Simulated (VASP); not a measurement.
Input of a VASP 6.6.1 run:

Contents of POSCAR:

```
Si
1.0
   -2.4102541710      2.4102541710      1.3510604995
    2.4102541710     -2.4102541710      1.3510604995
    2.4102541710      2.4102541710     -1.3510604995
Si
2
Direct
    0.2500000000      0.7500000000      0.5000000000
    0.5000000000      0.5000000000      0.0000000000
```

File INCAR.step1:

```
PREC     = Accurate       # precision mode
ENCUT    = 520            # plane-wave cutoff, eV
ISMEAR   = -1             # smearing method
SIGMA    = 0.08           # smearing width, eV
LREAL    = False          # projectors in reciprocal space
LASPH    = True           # aspherical terms in the spheres
NELM     = 60             # most SCF steps
NBANDS   = 11             # bands
GGA      = PE             # functional
ALGO     = Normal         # electronic algorithm
EDIFF    = 1E-4           # SCF threshold, eV
LWAVE    = True           # write WAVECAR
LCHARG   = False          # write CHGCAR
```

File INCAR.step2:

```
PREC     = Accurate       # precision mode
ENCUT    = 520            # plane-wave cutoff, eV
EDIFF    = 1E-8           # SCF threshold, eV
ISMEAR   = -1             # smearing method
SIGMA    = 0.08           # smearing width, eV
LREAL    = False          # projectors in reciprocal space
LASPH    = True           # aspherical terms in the spheres
NELM     = 60             # most SCF steps
ALGO     = Normal         # electronic algorithm
ISIF     = 2              # what is computed and relaxed
LWAVE    = False          # write WAVECAR
LCHARG   = False          # write CHGCAR
METAGGA  = R2SCAN         # meta-GGA
LMIXTAU  = True         
LEFG     = True         
NBANDS   = 11             # bands
ISTART   = 1
```

KPOINTS

```
Automatic mesh
0
Gamma
  16 16 16
```

Potentials or basis: VASP PAW PBE potentials, release 64 (Si).

Command:

```sh
$ cat potpaw_PBE.64/Si/POTCAR > POTCAR
$ cp INCAR.step1 INCAR
$ mpirun -np 1 vasp_std > vasp.out
$ cp INCAR.step2 INCAR
$ mpirun -np 1 vasp_std > vasp.out
```

Q: Predict the pressure.

A: -2.9 GPa.

Q: What does it give for the band gap on the k mesh?

A: Zero (bands 4 and 5 overlap by 6.50 eV).

Stress tensor (GPa, compression positive):
```
-3.06  0.00  0.00
 0.00 -3.06  0.00
 0.00  0.00 -2.70
```

Caveat: without QUAD_EFG the Cq values of the log hold for a quadrupole moment of 1 mb, not for the nuclei; the PAW data sets were made with another functional, which shifts forces and pressure a little.
